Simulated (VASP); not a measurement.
Write the native input for VASP 6.6.1 that does the following.

```yaml
Task: single point
Functional: PBE
Potentials_or_basis: VASP PAW PBE potentials, release 64 (Ca_sv)
Cutoff: 520 eV
k_mesh: 14 × 14 × 14
Occupations: gaussian, width 0.15 eV
Spin: no spin polarisation
Dipole_correction: no
Further_INCAR_settings: ALGO = Fast; EDIFF = 1e-06; NBANDS = 11
```

The structure of Ca lies in POSCAR:

```
Ca
1.0
    0.0000000000      2.7522870000      2.8361130000
    2.7522870000      0.0000000000      2.8361130000
    2.7522870000      2.7522870000      0.0000000000
Ca
1
Direct
    0.0000000000      0.0000000000      0.0000000000
```

This cell differs from its parent crystal: strain -0.015 along x and y, +0.015 along z.

These files were run (other wordings do the same):

INCAR

```
  PREC = Accurate
  ENCUT = 520
  EDIFF = 1E-6
  ISMEAR = 0
  SIGMA = 0.15
  LREAL = False
  LASPH = True
  NELM = 100
  ALGO = Fast
  ISIF = 2
  LWAVE = False
  LCHARG = False
  GGA = PE
  NBANDS = 11
```

KPOINTS

```
Automatic mesh
0
Gamma
  14 14 14
```

Potentials or basis: VASP PAW PBE potentials, release 64 (Ca_sv).

The run is started by

```console
$ cat potpaw_PBE.64/Ca_sv/POTCAR > POTCAR
$ mpirun -np 1 vasp_std > vasp.out
```

Results of the run:

```json
{"Pressure": "-0.3 GPa", "Band gap on the k mesh": "zero (band 5 reaches 2.07 eV, above the bottom of band 6 at 1.72 eV)"}
```

Caveat: the cell differs from its parent crystal (strain -0.015 along x and y, +0.015 along z).

Wall time 2 min on 1 thread of Intel(R) Xeon(R) Platinum 8488C (Sapphire Rapids), with other jobs on the host, peak memory 0.25 GiB.
